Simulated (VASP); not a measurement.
# SnO (Pmn2_1) in VASP: further runs

SnO is run at these levels: LDA; tasks: single point.

All numbers are computed with VASP 6.6.1; they aren't measurements. Logs are shortened: lines on timing, memory, paths and dates and some standing lists are left out, and cuts for length are marked.

## 1. The cell of the first run

Symmetry: Pmn2_1, No. 31, orthorhombic system. The conventional cell has a = 3.271 Å, b = 5.674 Å, c = 4.222 Å, α = 90.00°, β = 90.00°, γ = 90.00°. Sn (site symmetry m) has 3 O at 2.13 to 2.15 Å within 2.8 Å. O (site symmetry m) has 3 Sn at 2.13 to 2.15 Å within 2.8 Å.

## 2. Single point, LDA (strain -0.0250 x Voigt [1, 0, 0, 0, 0, 0])

INCAR reads:

```
PREC = Accurate
ENCUT = 520
EDIFF = 1E-7
ISMEAR = 0
SIGMA = 0.05
LREAL = False
LASPH = True
NELM = 60
ALGO = Normal
ISIF = 2
LWAVE = False
LCHARG = False
GGA = CA
NBANDS = 28
```

KPOINTS reads:

```
regular mesh
0
Gamma
  8 6 6
```

POSCAR reads:

```
SnO
1.0
    3.2711298750      0.0000000000      0.0000000000
    0.0000000000      5.6741040000      0.0000000000
    0.0000000000      0.0000000000      4.2219700000
Sn O
2 2
Direct
    0.0000000000      0.2319090000      0.5131440000
    0.5000000000      0.7680910000      0.0131440000
    0.0000000000      0.8912500000      0.7368570000
    0.5000000000      0.1087500000      0.2368570000
```

Potentials or basis: VASP PAW LDA potentials, release 64 (Sn_d, O).

Launch:

```bash
$ cat potpaw_LDA.64/Sn_d/POTCAR potpaw_LDA.64/O/POTCAR > POTCAR
$ mpirun -np 1 vasp_std > vasp.out
```

OUTCAR:

```text
PREC = Accurate
   ENCUT = 520
   EDIFF = 1E-7
   ISMEAR = 0
   LREAL = False
   LASPH = True
   NELM = 60
   ISIF = 2
   GGA = CA

 ion  position               nearest neighbor table
   1  0.000  0.232  0.513-   4 2.13   4 2.13   3 2.15   2 3.75   2 3.75   2 3.75   2 3.75
   2  0.500  0.768  0.013-   3 2.13   3 2.13   4 2.15   1 3.75   1 3.75   1 3.75   1 3.75
   3  0.000  0.891  0.737-   2 2.13   2 2.13   1 2.15
   4  0.500  0.109  0.237-   1 2.13   1 2.13   2 2.15

  LATTYP: Found a simple orthorhombic cell.
 ALAT       =     3.2711298750
 B/A-ratio  =     1.2906763600
 C/A-ratio  =     1.7346006477

  Lattice vectors:

 A1 = (  -3.2711298750,   0.0000000000,   0.0000000000)
 A2 = (   0.0000000000,   0.0000000000,   4.2219700000)
 A3 = (   0.0000000000,   5.6741040000,   0.0000000000)

Analysis of symmetry for initial positions (statically):
=====================================================================
 Subroutine PRICEL returns:
 Original cell was already a primitive cell.

 Routine SETGRP: Setting up the symmetry group for a
 simple orthorhombic supercell.

 Subroutine GETGRP returns: Found  4 space group operations
 (whereof  2 operations were pure point group operations)
 out of a pool of  8 trial point group operations.

The static configuration has the point symmetry C_1h.
 The point group associated with its full space group is C_2v.

Analysis of symmetry for dynamics (positions and initial velocities):
=====================================================================
 Subroutine PRICEL returns:
 Original cell was already a primitive cell.

 Routine SETGRP: Setting up the symmetry group for a
 simple orthorhombic supercell.

 Subroutine GETGRP returns: Found  4 space group operations
 (whereof  2 operations were pure point group operations)
 out of a pool of  8 trial point group operations.

The dynamic configuration has the point symmetry C_1h.
 The point group associated with its full space group is C_2v.

 Subroutine INISYM returns: Found  4 space group operations
 (whereof  2 operations are pure point group operations),
 and found     1 'primitive' translations

----------------------------------------------------------------------------------------

                                     Primitive cell

  volume of cell :      78.3628

  direct lattice vectors                    reciprocal lattice vectors
     3.271129875  0.000000000  0.000000000     0.305704768  0.000000000  0.000000000
     0.000000000  5.674104000  0.000000000     0.000000000  0.176239279  0.000000000
     0.000000000  0.000000000  4.221970000     0.000000000  0.000000000  0.236856254

  length of vectors
     3.271129875  5.674104000  4.221970000     0.305704768  0.176239279  0.236856254

  position of ions in fractional coordinates (direct lattice)
     0.000000000  0.231909000  0.513144000
     0.500000000  0.768091000  0.013144000
     0.000000000  0.891250000  0.736857000
     0.500000000  0.108750000  0.236857000

  ion indices of the primitive-cell ions
   primitive index   ion index
                 1           1
                 2           2
                 3           3
                 4           4

----------------------------------------------------------------------------------------

 KPOINTS: regular mesh

Automatic generation of k-mesh.
 Grid dimensions read from file:
 generate k-points for:    8    6    6

 Generating k-lattice:

  Cartesian coordinates                     Fractional coordinates (reciprocal lattice)
     0.038213096  0.000000000  0.000000000     0.125000000  0.000000000  0.000000000
     0.000000000  0.029373213  0.000000000     0.000000000  0.166666667  0.000000000
     0.000000000  0.000000000  0.039476042     0.000000000  0.000000000  0.166666667

  Length of vectors
     0.038213096  0.029373213  0.039476042

  Shift w.r.t. Gamma in fractional coordinates (k-lattice)
     0.000000000  0.000000000  0.000000000

 Subroutine IBZKPT returns following result:
 ===========================================

 Found     80 irreducible k-points:

 Following reciprocal coordinates:
            Coordinates               Weight
  0.000000  0.000000  0.000000      1.000000
  0.125000  0.000000  0.000000      2.000000
  0.250000  0.000000  0.000000      2.000000
  0.375000  0.000000  0.000000      2.000000
  0.500000  0.000000  0.000000      1.000000
  0.000000  0.166667  0.000000      2.000000
[... 16 lines left out ...]
  0.250000  0.000000  0.166667      4.000000
  0.375000  0.000000  0.166667      4.000000
 [... further k-points ...]
   k-points           NKPTS =     80   k-points in BZ     NKDIM =     80   number of bands    NBANDS=     28
   number of dos      NEDOS =    301   number of ions     NIONS =      4
   total plane-waves  NPLWV =  32256
   dimension x,y,z NGX =    24 NGY =   42 NGZ =   32
   dimension x,y,z NGXF=    48 NGYF=   84 NGZF=   64
   ions per type =               2   2
   NGX,Y,Z   is equivalent  to a cutoff of  12.20, 12.31, 12.60 a.u.
   NGXF,Y,Z  is equivalent  to a cutoff of  24.39, 24.61, 25.20 a.u.
 SYSTEM =  unknown system
   PREC   = accura    normal or accurate (medium, high low for compatibility)
   ISTART =      0    job   : 0-new  1-cont  2-samecut
   ICHARG =      2    charge: 1-file 2-atom 10-const
   ISPIN  =      1    spin polarized calculation?
   LNONCOLLINEAR =      F non collinear calculations
   LSORBIT =      F    spin-orbit coupling
   LASPH  =      T    aspherical Exc in radial PAW
   ENCUT  =  520.0 eV  38.22 Ry    6.18 a.u.   6.08 10.55  7.85*2*pi/ulx,y,z
   NELM   =     60;   NELMIN=  2; NELMDL= -5     # of ELM steps
   EDIFF  = 0.1E-06   stopping-criterion for ELM
   LREAL  =      F    real-space projection
   EDIFFG = 0.1E-05   stopping-criterion for IOM
   NSW    =      0    number of steps for IOM
   IBRION =     -1    ionic relax: 0-MD 1-quasi-New 2-CG
   NFREE  =      0    steps in history (QN), initial steepest desc. (CG)
   ISIF   =      2    stress and relaxation
   ISYM   =      2    0-nonsym 1-usesym 2-fastsym
   POTIM  = 0.5000    time-step for ionic-motion
   TEBEG  =    0.0;   TEEND  =   0.0 temperature during run
   PSTRESS=    0.0 pullay stress
   NELECT =      40.0000    total number of electrons
   NUPDOWN=      -1.0000    fix difference up-down
   EMIN   =  10.00;   EMAX   =-10.00  energy-range for DOS
   EFERMI =   0.00;   METHOD = LEGACY
   ISMEAR =     0;   SIGMA  =   0.05  broadening in eV -4-tet -1-fermi 0-gaus
   EFERMI_NEDOS =   21; number of points for ismear=-14 and -15
   IALGO  =     38    algorithm
   IMIX   =      4    mixing-type and parameters
     AMIX     =   0.40;   BMIX     =  1.00
     AMIX_MAG =   1.60;   BMIX_MAG =  1.00
  volume/ion in A,a.u.               =      19.59       132.20
  Fermi-wavevector in a.u.,A,eV,Ry     =   1.308352  2.472428 23.290264  1.711786
  Thomas-Fermi vector in A             =   2.439025
   LORBIT       =      0    0 simple, 1 ext, 2 COOP (PROOUT), +10 PAW based schemes
   GGA     = CA    functional components
   LHFCALC =     F    Hartree Fock is set to
   AEXX    =    0.0000 exact exchange contribution
   IVDW    =     0    specifies the selected vdW correction
   LEPSILON=     F    determine dielectric tensor
   LRPA    =     F    only Hartree local field effects (RPA)
 non-spin polarized calculation
 Gauss-broadening in eV      SIGMA  =   0.05
  energy-cutoff  :      520.00
  volume of cell :       78.36
 maximum number of plane-waves:      2144
   NGX = 13   NGY = 21   NGZ = 15

 number of electron      39.9999986 magnetization

 Free energy of the ion-electron system (eV)
  ---------------------------------------------------
  ext. energy  EPLUGINS =         0.00000000
  ---------------------------------------------------
  free energy    TOTEN  =       -25.23388899 eV

  energy without entropy =      -25.23388899  energy(sigma->0) =      -25.23388899

 E-fermi :   4.9841     XC(G=0): -10.0784

 val. band max:        4.7395730534   @ k =   0.1250   0.0000   0.0000
 cond. band min:       6.1331413810   @ k =   0.3750   0.5000   0.0000
 fundamental gap:      1.3935683276
 Fermi energy:         4.9841019701

 k-point     1 :       0.0000    0.0000    0.0000
  band No.  band energies     occupation
      1     -16.3704      2.00000
      2     -16.0342      2.00000
      3     -15.9077      2.00000
      4     -15.8781      2.00000
      5     -15.8501      2.00000
      6     -15.8109      2.00000
[... 20 lines left out ...]
     27      13.5008      0.00000
     28      13.9975      0.00000

 k-point     2 :       0.1250    0.0000    0.0000
  band No.  band energies     occupation
      1     -16.3612      2.00000
      2     -16.0166      2.00000
      3     -15.9250      2.00000
      4     -15.8959      2.00000
      5     -15.8613      2.00000
      6     -15.8116      2.00000
[... 20 lines left out ...]
     27      13.5646      0.00000
     28      14.1211      0.00000

 k-point     3 :       0.2500    0.0000    0.0000
  band No.  band energies     occupation
      1     -16.3525      2.00000
      2     -16.1111      2.00000
      3     -15.9041      2.00000
      4     -15.8828      2.00000
      5     -15.8575      2.00000
      6     -15.8201      2.00000
[... 20 lines left out ...]
     27      13.1593      0.00000
     28      14.3245      0.00000

 k-point     4 :       0.3750    0.0000    0.0000
  band No.  band energies     occupation
      1     -16.3545      2.00000
      2     -16.2484      2.00000
      3     -15.8801      2.00000
      4     -15.8634      2.00000
      5     -15.8421      2.00000
      6     -15.8347      2.00000
[... 20 lines left out ...]
     27      13.1068      0.00000
     28      14.5824      0.00000

 k-point     5 :       0.5000    0.0000    0.0000
  band No.  band energies     occupation
      1     -16.3311      2.00000
      2     -16.3311      2.00000
      3     -15.8720      2.00000
      4     -15.8720      2.00000
      5     -15.8408      2.00000
      6     -15.8408      2.00000
[... 20 lines left out ...]
     27      14.1538      0.00000
     28      14.1538      0.00000

 k-point     6 :       0.0000    0.1667    0.0000
  band No.  band energies     occupation
      1     -16.3684      2.00000
      2     -16.0354      2.00000
      3     -15.9059      2.00000
      4     -15.8774      2.00000
      5     -15.8508      2.00000
      6     -15.8129      2.00000
[... 463 lines left out ...]
      5     -15.8539      2.00000
      6     -15.8261      2.00000
[... 20 lines left out ...]
     27      13.9538      0.00000
     28      14.7722      0.00000

 k-point    22 :       0.1250    0.0000    0.1667
  band No.  band energies     occupation
      1     -16.3463      2.00000
      2     -16.0536      2.00000
      3     -15.9173      2.00000
      4     -15.8927      2.00000
      5     -15.8638      2.00000
      6     -15.8227      2.00000
[... 20 lines left out ...]
     27      14.0979      0.00000
     28      15.0724      0.00000

 k-point    23 :       0.2500    0.0000    0.1667
  band No.  band energies     occupation
      1     -16.3437      2.00000
      2     -16.1385      2.00000
      3     -15.9027      2.00000
      4     -15.8866      2.00000
      5     -15.8535      2.00000
      6     -15.8268      2.00000
[... 20 lines left out ...]
     27      13.8020      0.00000
     28      15.1299      0.00000

 k-point    24 :       0.3750    0.0000    0.1667
  band No.  band energies     occupation
      1     -16.3543      2.00000
      2     -16.2638      2.00000
      3     -15.8865      2.00000
      4     -15.8755      2.00000
      5     -15.8341      2.00000
      6     -15.8243      2.00000
[... 20 lines left out ...]
     27      13.8108      0.00000
     28      14.8132      0.00000

 [... further k-points ...]
[... 5 lines left out ...]
  --------------------------------------------------------------------------------------
  -------------------------------------------------------------------------------------
  Total       -1.1203869     -1.8529247     -1.5352995      0.0000000      0.0000000      0.0000000
  in kB      -22.9070084    -37.8842011    -31.3901547      0.0000000      0.0000000      0.0000000
  external PRESSURE =     -30.7271214 kB  Pullay stress =       0.0000000 kB

 VOLUME and BASIS-vectors are now :
 -----------------------------------------------------------------------------
  energy-cutoff  :      520.00
  volume of cell :       78.36
      direct lattice vectors                 reciprocal lattice vectors
     3.271129875  0.000000000  0.000000000     0.305704768  0.000000000  0.000000000
     0.000000000  5.674104000  0.000000000     0.000000000  0.176239279  0.000000000
     0.000000000  0.000000000  4.221970000     0.000000000  0.000000000  0.236856254

 POSITION                                       TOTAL-FORCE (eV/Angst)
 -----------------------------------------------------------------------------------
      0.00000      1.31588      2.16648         0.000000     -0.363645     -0.019860
      1.63556      4.35823      0.05549         0.000000      0.363645     -0.019860
      0.00000      5.05705      3.11099         0.000000      0.237038      0.019860
      1.63556      0.61706      1.00000         0.000000     -0.237038      0.019860
 -----------------------------------------------------------------------------------
    total drift:                                0.000000      0.000000     -0.000091

  FREE ENERGIE OF THE ION-ELECTRON SYSTEM (eV)
  ---------------------------------------------------
  free  energy   TOTEN  =       -25.2338889911 eV

  energy  without entropy=      -25.2338889911  energy(sigma->0) =      -25.23388899
```

Wall time 55 s (1 thread of Intel Xeon 6975P-C (Granite Rapids), shared host); peak memory 0.26 GiB.

Results:

| Quantity | Value |
| --- | --- |
| Free energy | -25.2339 eV |
| Pressure | -3.1 GPa |
| Largest force | 0.364 eV/Å |
| Band gap on the k mesh | 1.39 eV (least direct gap 1.95 eV) |

Forces on the atoms (eV/Å):
```
Sn   0.000 -0.364 -0.020
Sn   0.000  0.364 -0.020
O    0.000  0.237  0.020
O    0.000 -0.237  0.020
```

Stress tensor (GPa, compression positive):
```
-2.29  0.00  0.00
 0.00 -3.79  0.00
 0.00  0.00 -3.14
```

Caveat: the cell differs from its parent crystal (strain -0.0250 x Voigt [1, 0, 0, 0, 0, 0]); the cell stands under tension; spin-orbit coupling is left out, which moves the levels of the heavy elements.

(Continued in part 2 of 2.)
